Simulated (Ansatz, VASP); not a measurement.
**Two plane-wave programs on ZrB2**

The input INCAR:

```
PREC = Accurate ; ENCUT = 520
EDIFF = 1E-7 ; ISMEAR = 0
SIGMA = 0.15 ; LREAL = F
LASPH = T ; NELM = 80
ALGO = Normal ; ISIF = 2
LWAVE = F ; LCHARG = F
NBANDS = 16
```

Contents of KPOINTS:

```
Automatic mesh
0
Gamma
  18 18 12
```

File POSCAR:

```
ZrB2
1.0
    3.0479552994      0.0000000000      0.0000000000
   -1.5239776497      2.6396067189      0.0000000000
    0.0000000000      0.0000000000      3.8324989935
Zr B
1 2
Direct
    0.0000000000      0.0000000000      0.0000000000
    0.3333333333      0.6666666667      0.5000000000
    0.6666666667      0.3333333333      0.5000000000
```

Input for Ansatz:

```yaml
crystal:
  lattice:
    - [3.0479552994, 0.0, 0.0]
    - [-1.5239776497, 2.6396067189, 0.0]
    - [0.0, 0.0, 3.8324989935]
  atoms:
    - { symbol: Zr, position: [0.0, 0.0, 0.0] }
    - { symbol: B, position: [0.3333333333, 0.6666666667, 0.5] }
    - { symbol: B, position: [0.6666666667, 0.3333333333, 0.5] }
basis:
  ecutwfc: 520.0
kpoints:
  mp_grid: { grid: [18, 18, 12] }
hamiltonian:
  xc: lda
  pseudopotentials: { kind: paw }
scf:
  occupations: { method: gaussian, width: 0.15 }
output:
  forces: true
  stress: true
  eigenvalues: true
```

Alike in both runs: task single point; functional LDA; k mesh 18 × 18 × 12; occupations gaussian, width 0.15 eV; no spin polarisation.

```csv
,VASP,Ansatz
version,VASP 6.6.1,Ansatz 0.2.0
potentials or method,"VASP PAW LDA potentials, release 64 (Zr_sv, B), cutoff 520 eV","scalar-relativistic, plane waves, PAW"
valence electrons in the cell,18,18
```

|  | VASP | Ansatz | Ansatz less VASP |
| --- | --- | --- | --- |
| gap on the k mesh at the Fermi level (eV) | none | none | - |
| pressure (GPa) | -5.9 | -6.3 | -0.44 |
| traceless stress, the component that is largest in VASP (GPa) | -25.66 | -25.68 | -0.017 |

LDA's correlation is that of Perdew and Zunger in VASP and of Perdew and Wang (1992) in Ansatz. A gap of «none» marks a metal or a gap that the smearing closes.
